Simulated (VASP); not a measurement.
## TiAl3: single point with LDA

Crystal: TiAl3.

```
Ti Al
1.0
    -1.81471    1.81471    3.86224
     1.81471   -1.81471    3.86224
     1.81471    1.81471   -3.86224
Ti Al
1 3
Direct
  0.00000 0.00000 0.00000
  0.50000 0.50000 0.00000
  0.75000 0.25000 0.50000
  0.25000 0.75000 0.50000
```

This cell differs from its parent crystal: volume 12.719 Å^3 an atom, c/a of the conventional cell 2.1283.

```yaml
Program: VASP 6.6.1
Task: single point
Functional: LDA
Potentials_or_basis: VASP PAW LDA potentials, release 64 (Ti_sv, Al)
Cutoff: 520 eV
k_mesh: 16 × 16 × 16
Occupations: gaussian, width 0.15 eV
Spin: no spin polarisation
Dipole_correction: no
Further_INCAR_settings: ALGO = Fast; EDIFF = 1e-06; NBANDS = 18
```

```yaml
Pressure: 29.3 GPa
```

Stress tensor (GPa, compression positive):
```
24.99  0.00  0.00
 0.00 24.99  0.00
 0.00  0.00 37.91
```

Levels at points of the mesh, in eV from the Fermi level:
| k point | band 7 | band 8 | band 9 | band 10 | band 11 | band 12 | band 13 | band 14 | band 15 | band 16 |
| --- | --- | --- | --- | --- | --- | --- | --- | --- | --- | --- |
| (0.00, 0.00, 0.00) | -2.42 | -1.97 | -1.66 | -1.66 | 0.87 | 1.98 | 1.98 | 2.40 | 3.58 | 4.97 |
| (0.50, 0.00, 0.00) | -4.03 | -2.60 | -1.43 | -0.25 | 0.46 | 2.15 | 2.19 | 3.34 | 3.43 | 5.60 |
| (0.50, 0.50, 0.00) | -4.80 | -4.21 | -2.88 | -2.16 | -1.09 | 2.13 | 2.30 | 3.57 | 3.71 | 4.47 |
| (0.50, 0.50, 0.50) | -2.62 | -1.10 | -1.10 | -0.36 | 0.71 | 0.71 | 1.12 | 3.61 | 6.50 | 7.31 |

Wall time 5.7 min on 1 thread of Intel(R) Xeon(R) 6975P-C (Granite Rapids) (shared host), peak memory 0.4 GiB.
